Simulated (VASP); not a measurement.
# Ta4C3 (Pm-3m) in VASP: a series of runs, part 2 of 2

VASP 6.6.1. Earlier steps stand in the parts before.

**4. Single point, r2SCAN**

The input, POSCAR:

```
Ta4C3
1.0
    4.4245587687      0.0000000000      0.0000000000
    0.0000000000      4.4245587687      0.0000000000
    0.0000000000      0.0000000000      4.4245587687
Ta C
4 3
Direct
    0.0000000000      0.5000000000      0.5000000000
    0.5000000000      0.0000000000      0.5000000000
    0.5000000000      0.5000000000      0.0000000000
    0.0000000000      0.0000000000      0.0000000000
    0.5000000000      0.0000000000      0.0000000000
    0.0000000000      0.5000000000      0.0000000000
    0.0000000000      0.0000000000      0.5000000000
```

The input, INCAR.step1:

```
PREC = Accurate
ENCUT = 660
ISMEAR = 0
SIGMA = 0.1
LREAL = False
LASPH = True
NELM = 120
NBANDS = 37
GGA = PE
ALGO = Normal
EDIFF = 1E-5
LWAVE = True
LCHARG = False
GGA_COMPAT = False
```

The input, INCAR.step2:

```
PREC = Accurate
ENCUT = 660
EDIFF = 1E-6
ISMEAR = 0
SIGMA = 0.1
LREAL = False
LASPH = True
NELM = 120
ALGO = Normal
ISIF = 2
LWAVE = False
LCHARG = True
METAGGA = R2SCAN
LMIXTAU = True
LELF = True
LVHAR = True
NBANDS = 37
ISTART = 1
GGA_COMPAT = False
```

The input, KPOINTS:

```
regular mesh
0
Gamma
  8 8 8
```

The run is started by

```console
$ cat potpaw_PBE.64/Ta_pv/POTCAR potpaw_PBE.64/C/POTCAR > POTCAR
$ cp INCAR.step1 INCAR
$ mpirun -np 1 vasp_std > vasp.out
$ cp INCAR.step2 INCAR
$ mpirun -np 1 vasp_std > vasp.out
```

It took 6.4 min on 1 thread of AMD EPYC 9R45 (Zen 5), shared host; peak memory 0.3 GiB.

The run converged. Its results:

```yaml
Free_energy: -227.7954 eV
Pressure: 1.0 GPa
Band_gap_on_the_k_mesh: zero (band 28 reaches 7.49 eV, above the bottom of band 29 at 6.54 eV)
```

Levels at points of the mesh, in eV from the Fermi level:
```
           k point  band 26  band 27  band 28  band 29  band 30  band 31
(0.00, 0.00, 0.00)    -0.65    -0.65    -0.65    -0.42    -0.42    -0.42
(0.50, 0.00, 0.00)    -2.00    -2.00     0.33     0.33     0.83     2.06
(0.50, 0.50, 0.00)    -1.75    -0.36    -0.36     1.97     1.97     2.02
(0.50, 0.50, 0.50)    -1.09    -1.09    -0.34     3.56     3.56     3.56
```

Caveat: the PAW data sets were made with another functional, which shifts forces and pressure a little; spin-orbit coupling is left out, which moves the levels of the heavy elements.

**5. Relaxation of cell and atoms, r2SCAN**

This run uses another cell than the first one, of 12.55 Å³/atom, 1.014 times its volume.

POSCAR, as its differences from that of step 4:

```diff
@@ -2,5 +2,5 @@
 1.0
-    4.4245587687      0.0000000000      0.0000000000
-    0.0000000000      4.4245587687      0.0000000000
-    0.0000000000      0.0000000000      4.4245587687
+    4.4452810000      0.0000000000      0.0000000000
+    0.0000000000      4.4452810000      0.0000000000
+    0.0000000000      0.0000000000      4.4452810000
 Ta C
```

INCAR.step1, as its differences from that of step 4:

```diff
@@ -7,3 +7,2 @@
 NELM = 120
-NBANDS = 37
 GGA = PE
@@ -14 +13,6 @@
 GGA_COMPAT = False
+IBRION = 2
+ISIF = 3
+EDIFFG = -0.005
+NELMIN = 4
+NSW = 100
```

The input, INCAR.step2:

```
PREC = Accurate
ENCUT = 660
EDIFF = 1E-7
ISMEAR = 0
SIGMA = 0.1
LREAL = False
LASPH = True
NELM = 120
ALGO = Normal
ISIF = 3
LWAVE = False
LCHARG = False
METAGGA = R2SCAN
LMIXTAU = True
IBRION = 2
NSW = 90
EDIFFG = -0.04
ISTART = 1
GGA_COMPAT = False
NELMIN = 4
```

The input, KPOINTS:

```
regular mesh
0
Gamma
  4 4 4
```

Potentials or basis: VASP PAW PBE potentials, release 64 (Ta_pv, C).

The run is started by

```console
$ cat potpaw_PBE.64/Ta_pv/POTCAR potpaw_PBE.64/C/POTCAR > POTCAR
$ cp INCAR.step1 INCAR
$ mpirun -np 1 vasp_std > vasp.out
$ cp INCAR.step2 INCAR
$ mpirun -np 1 vasp_std > vasp.out
```

OUTCAR:

```text
PREC = Accurate
   ENCUT = 660
   EDIFF = 1E-7
   ISMEAR = 0
   LREAL = False
   LASPH = True
   NELM = 120
   ISIF = 3
   METAGGA = R2SCAN
   IBRION = 2
   NSW = 90
   EDIFFG = -0.04
   ISTART = 1
   NELMIN = 4

 ion  position               nearest neighbor table
   1  0.000  0.500  0.500-   6 2.22   7 2.22   6 2.22   7 2.22   3 3.14   3 3.14   4 3.14   4 3.14
                             2 3.14   4 3.14   2 3.14   4 3.14   2 3.14   3 3.14   3 3.14   2 3.14
   2  0.500  0.000  0.500-   5 2.22   7 2.22   5 2.22   7 2.22   3 3.14   3 3.14   4 3.14   4 3.14
                             1 3.14   3 3.14   3 3.14   1 3.14   4 3.14   1 3.14   4 3.14   1 3.14
   3  0.500  0.500  0.000-   5 2.22   6 2.22   5 2.22   6 2.22   2 3.14   1 3.14   2 3.14   2 3.14
                             4 3.14   4 3.14   2 3.14   1 3.14   4 3.14   1 3.14   1 3.14   4 3.14
   4  0.000  0.000  0.000-   5 2.22   6 2.22   7 2.22   7 2.22   6 2.22   5 2.22   1 3.14   2 3.14
                             1 3.14   1 3.14   3 3.14   2 3.14   1 3.14   2 3.14   3 3.14   3 3.14
   5  0.500  0.000  0.000-   2 2.22   3 2.22   4 2.22   2 2.22   3 2.22   4 2.22
   6  0.000  0.500  0.000-   1 2.22   3 2.22   4 2.22   1 2.22   4 2.22   3 2.22
   7  0.000  0.000  0.500-   1 2.22   2 2.22   4 2.22   4 2.22   1 2.22   2 2.22

  LATTYP: Found a simple cubic cell.
 ALAT       =     4.4452810000

  Lattice vectors:

 A1 = (   4.4452810000,   0.0000000000,   0.0000000000)
 A2 = (   0.0000000000,   4.4452810000,   0.0000000000)
 A3 = (   0.0000000000,   0.0000000000,   4.4452810000)

Analysis of symmetry for initial positions (statically):
=====================================================================
 Subroutine PRICEL returns:
 Original cell was already a primitive cell.

 Routine SETGRP: Setting up the symmetry group for a
 simple cubic supercell.

 Subroutine GETGRP returns: Found 48 space group operations
 (whereof 48 operations were pure point group operations)
 out of a pool of 48 trial point group operations.

The static configuration has the point symmetry O_h .

Analysis of symmetry for dynamics (positions and initial velocities):
=====================================================================
 Subroutine PRICEL returns:
 Original cell was already a primitive cell.

 Routine SETGRP: Setting up the symmetry group for a
 simple cubic supercell.

 Subroutine GETGRP returns: Found 48 space group operations
 (whereof 48 operations were pure point group operations)
 out of a pool of 48 trial point group operations.

The dynamic configuration has the point symmetry O_h .

 Subroutine INISYM returns: Found 48 space group operations
 (whereof 48 operations are pure point group operations),
 and found     1 'primitive' translations

----------------------------------------------------------------------------------------

                                     Primitive cell

  volume of cell :      87.8411

  direct lattice vectors                    reciprocal lattice vectors
     4.445281000  0.000000000  0.000000000     0.224957657  0.000000000  0.000000000
     0.000000000  4.445281000  0.000000000     0.000000000  0.224957657  0.000000000
     0.000000000  0.000000000  4.445281000     0.000000000  0.000000000  0.224957657

  length of vectors
     4.445281000  4.445281000  4.445281000     0.224957657  0.224957657  0.224957657

  position of ions in fractional coordinates (direct lattice)
     0.000000000  0.500000000  0.500000000
     0.500000000  0.000000000  0.500000000
     0.500000000  0.500000000  0.000000000
     0.000000000  0.000000000  0.000000000
[... 34 lines left out ...]

 Subroutine IBZKPT returns following result:
 ===========================================

 Found     10 irreducible k-points:

 Following reciprocal coordinates:
            Coordinates               Weight
  0.000000  0.000000  0.000000      1.000000
  0.250000  0.000000  0.000000      6.000000
  0.500000  0.000000  0.000000      3.000000
  0.250000  0.250000  0.000000     12.000000
  0.500000  0.250000  0.000000     12.000000
  0.500000  0.500000  0.000000      3.000000
  0.250000  0.250000  0.250000      8.000000
  0.500000  0.250000  0.250000     12.000000
  0.500000  0.500000  0.250000      6.000000
  0.500000  0.500000  0.500000      1.000000
   k-points           NKPTS =     10   k-points in BZ     NKDIM =     10   number of bands    NBANDS=     33
   number of dos      NEDOS =    301   number of ions     NIONS =      7
   total plane-waves  NPLWV =  64000
   dimension x,y,z NGX =    40 NGY =   40 NGZ =   40
   dimension x,y,z NGXF=    80 NGYF=   80 NGZF=   80
   ions per type =               4   3
   NGX,Y,Z   is equivalent  to a cutoff of  14.96, 14.96, 14.96 a.u.
   NGXF,Y,Z  is equivalent  to a cutoff of  29.92, 29.92, 29.92 a.u.
 SYSTEM =  unknown system
   PREC   = accura    normal or accurate (medium, high low for compatibility)
   ISTART =      1    job   : 0-new  1-cont  2-samecut
   ICHARG =      0    charge: 1-file 2-atom 10-const
   ISPIN  =      1    spin polarized calculation?
   LNONCOLLINEAR =      F non collinear calculations
   LSORBIT =      F    spin-orbit coupling
   LASPH  =      T    aspherical Exc in radial PAW
   ENCUT  =  660.0 eV  48.51 Ry    6.96 a.u.   9.31  9.31  9.31*2*pi/ulx,y,z
   NELM   =    120;   NELMIN=  4; NELMDL=  0     # of ELM steps
   EDIFF  = 0.1E-06   stopping-criterion for ELM
   LREAL  =      F    real-space projection
   EDIFFG = -.4E-01   stopping-criterion for IOM
   NSW    =     90    number of steps for IOM
   IBRION =      2    ionic relax: 0-MD 1-quasi-New 2-CG
   NFREE  =      1    steps in history (QN), initial steepest desc. (CG)
   ISIF   =      3    stress and relaxation
   ISYM   =      2    0-nonsym 1-usesym 2-fastsym
   POTIM  = 0.5000    time-step for ionic-motion
   TEBEG  =    0.0;   TEEND  =   0.0 temperature during run
   PSTRESS=    0.0 pullay stress
   NELECT =      56.0000    total number of electrons
   NUPDOWN=      -1.0000    fix difference up-down
   EMIN   =  10.00;   EMAX   =-10.00  energy-range for DOS
   EFERMI =   0.00;   METHOD = LEGACY
   ISMEAR =     0;   SIGMA  =   0.10  broadening in eV -4-tet -1-fermi 0-gaus
   EFERMI_NEDOS =   21; number of points for ismear=-14 and -15
   IALGO  =     38    algorithm
   IMIX   =      4    mixing-type and parameters
     AMIX     =   0.40;   BMIX     =  1.00
     AMIX_MAG =   1.60;   BMIX_MAG =  1.00
  volume/ion in A,a.u.               =      12.55        84.68
  Fermi-wavevector in a.u.,A,eV,Ry     =   1.408980  2.662587 27.010637  1.985226
  Thomas-Fermi vector in A             =   2.531083
   LORBIT       =      0    0 simple, 1 ext, 2 COOP (PROOUT), +10 PAW based schemes
   METAGGA = R2SCAN    functional components
   LHFCALC =     F    Hartree Fock is set to
   AEXX    =    0.0000 exact exchange contribution
   IVDW    =     0    specifies the selected vdW correction
   LEPSILON=     F    determine dielectric tensor
   LRPA    =     F    only Hartree local field effects (RPA)
 conjugate gradient relaxation of ions
 non-spin polarized calculation
 Gauss-broadening in eV      SIGMA  =   0.10
  energy-cutoff  :      660.00
  volume of cell :       87.84
 maximum number of plane-waves:      3415
 NGX is ok and might be reduce to    40
   NGX = 19   NGY = 19   NGZ = 19

--------------------------------------- Ionic step        1  -------------------------------------------

 number of electron      56.0000005 magnetization

 Free energy of the ion-electron system (eV)
  ---------------------------------------------------
  ext. energy  EPLUGINS =         0.00000000
  ---------------------------------------------------
  free energy    TOTEN  =      -227.71951320 eV

  energy without entropy =     -227.70337066  energy(sigma->0) =     -227.71144193

------------------------ aborting loop because EDIFF is reached ----------------------------------------

  FORCE on cell =-STRESS in cart. coord.  units (eV):
  Direction    XX          YY          ZZ          XY          YZ          ZX
  --------------------------------------------------------------------------------------
  -------------------------------------------------------------------------------------
  Total       -1.7940709     -1.7940709     -1.7940709      0.0000000     -0.0000000      0.0000000
  in kB      -32.7229555    -32.7229555    -32.7229555      0.0000000     -0.0000000      0.0000000
  external PRESSURE =     -32.7229555 kB  Pullay stress =       0.0000000 kB
[... 69 lines left out ...]
--------------------------------------- Ionic step        3  -------------------------------------------

 number of electron      56.0000007 magnetization

 Free energy of the ion-electron system (eV)
  ---------------------------------------------------
  ext. energy  EPLUGINS =         0.00000000
  ---------------------------------------------------
  free energy    TOTEN  =      -227.72931250 eV

  energy without entropy =     -227.71344756  energy(sigma->0) =     -227.72138003

 E-fermi :   7.1700     XC(G=0): -13.9772

 val. band max:        6.9925666122   @ k =   0.5000   0.2500   0.0000
 cond. band min:       7.1874109818   @ k =   0.5000   0.2500   0.0000
 fundamental gap:      0.1948443696
 Fermi energy:         7.1700027617

 k-point     1 :       0.0000    0.0000    0.0000
  band No.  band energies     occupation
      1     -29.5402      2.00000
      2     -29.5402      2.00000
      3     -29.5402      2.00000
      4     -28.8264      2.00000
      5     -28.8264      2.00000
      6     -28.8264      2.00000
[... 383 lines left out ...]
  FREE ENERGIE OF THE ION-ELECTRON SYSTEM (eV)
  ---------------------------------------------------
  free  energy   TOTEN  =      -227.7293124992 eV

  energy  without entropy=     -227.7134475598  energy(sigma->0) =     -227.72138003

 reached required accuracy - stopping structural energy minimisation
```

Run time: 6.1 min. Hardware: 1 thread of AMD EPYC 9R45 (Zen 5), shared host; peak memory 0.24 GiB.

What came out:

- Free energy: -227.7293 eV
- Relaxed volume: 12.41 Å³/atom
- Relaxed cell: a = 4.429 Å, b = 4.429 Å, c = 4.429 Å, α = 90.00°, β = 90.00°, γ = 90.00°
- Space group after relaxing (to 0.05 Å): Pm-3m (No. 221)
- Energy gained by relaxing: 1.4 meV/atom
- Ionic steps: 3
- Pressure after relaxing: 0.0 GPa
- Band gap on the k mesh: zero (band 28 reaches 7.46 eV, above the bottom of band 29 at 6.61 eV)

The path:
```
step  energy change (eV)  largest force (eV/Å)  pressure (GPa)  volume (Å³)
   1              0.0000                0.0000           -3.27        87.84
   2              0.0498                0.0000            8.63        84.62
   3             -0.0098                0.0000           -0.02        86.90
```

Final structure:
```
Ta C
1.0
     4.42935    0.00000    0.00000
     0.00000    4.42935    0.00000
     0.00000    0.00000    4.42935
Ta C
4 3
Direct
  0.00000 0.50000 0.50000
  0.50000 0.00000 0.50000
  0.50000 0.50000 0.00000
  0.00000 0.00000 0.00000
  0.50000 0.00000 0.00000
  0.00000 0.50000 0.00000
  0.00000 0.00000 0.50000
```

Caveat: the PAW data sets were made with another functional, which shifts forces and pressure a little; spin-orbit coupling is left out, which moves the levels of the heavy elements.

**6. Overview**

```csv
task,cell,k mesh,gap on the mesh (eV),pressure (GPa)
single point,"a = 4.425 Å, 7 atoms",4 × 4 × 4,none,0.9
single point,"a = 4.445 Å, 7 atoms",4 × 4 × 4,none,-3.3
single point,"a = 4.425 Å, 7 atoms",8 × 8 × 8,none,1.0
relaxation of cell and atoms,"relaxed from a = 4.445 Å, 7 atoms",4 × 4 × 4,none,0.0
```

Alike in all rows: level r2SCAN; potentials or basis VASP PAW PBE potentials, release 64 (Ta_pv, C); no spin polarisation; cutoff (eV) 660; smearing gaussian 0.1 eV.

Caveats: the PAW data sets were made with another functional, which shifts forces and pressure a little; spin-orbit coupling is left out, which moves the levels of the heavy elements.

Total energies depend on the potentials used, so only differences within one code and one set of settings carry meaning.
